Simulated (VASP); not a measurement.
Here is a VASP 6.6.1 calculation.

File INCAR:

```
SYSTEM = Zr
ALGO = Normal
EDIFF = 1E-6
ENCUT = 520
ISIF = 2
ISMEAR = 1
LASPH = .TRUE.
LCHARG = .FALSE.
LREAL = .FALSE.
LWAVE = .FALSE.
NBANDS = 19
NELM = 80
PREC = Accurate
SIGMA = 0.03
```

The input KPOINTS:

```
k-points
0
G
  12 12 6
  0 0 0
```

File POSCAR:

```
Zr
1.0
    3.1439658570      0.0000000000      0.0000000000
   -1.5719829285      2.7227543008      0.0000000000
    0.0000000000      0.0000000000      5.0894642375
Zr
2
Direct
    0.3333333333      0.6666666667      0.2500000000
    0.6666666667      0.3333333333      0.7500000000
```

Potentials or basis: VASP PAW LDA potentials, release 64 (Zr_sv).

Command:

```sh
$ cat potpaw_LDA.64/Zr_sv/POTCAR > POTCAR
$ mpirun -np 1 vasp_std > vasp.out
```

**Question.** Predict the band gap on the k mesh.

**Answer.** Zero (band 12 reaches 10.50 eV, above the bottom of band 13 at 9.34 eV).

**Question.** Estimate the pressure.

**Answer.** 0.1 GPa.

Stress tensor (GPa, compression positive):
```
 0.34  0.00  0.00
 0.00  0.34  0.00
 0.00  0.00 -0.41
```
